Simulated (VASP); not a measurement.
A run of VASP 6.6.1 is set up as follows.

Contents of INCAR:

```
  PREC = Accurate
  ENCUT = 520
  EDIFF = 1E-7
  ISMEAR = 0
  SIGMA = 0.15
  LREAL = F
  LASPH = T
  NELM = 60
  ALGO = Fast
  ISIF = 2
  LWAVE = F
  LCHARG = F
  GGA = PS
  NBANDS = 14
```

The input KPOINTS:

```
Automatic mesh
0
Gamma
  22 22 22
```

File POSCAR:

```
Rh
1.0
    0.0000000000      1.9015500000      1.9205655000
    1.9015500000      0.0000000000      1.9205655000
    1.9015500000      1.9015500000      0.0000000000
Rh
1
Direct
    0.0000000000      0.0000000000      0.0000000000
```

Potentials or basis: VASP PAW PBE potentials, release 64 (Rh_pv).

The run is started by

```sh
$ cat potpaw_PBE.64/Rh_pv/POTCAR > POTCAR
$ mpirun -np 1 vasp_std > vasp.out
```

Predict the pressure.

-7.7 GPa.

Stress tensor (GPa, compression positive):
```
-6.94  0.00  0.00
 0.00 -6.94  0.00
 0.00  0.00 -9.34
```

Caveat: the cell differs from its parent crystal (strain +0.0100 x Voigt [0, 0, 1, 0, 0, 0]); the PAW data sets were made with another functional, which shifts forces and pressure a little.
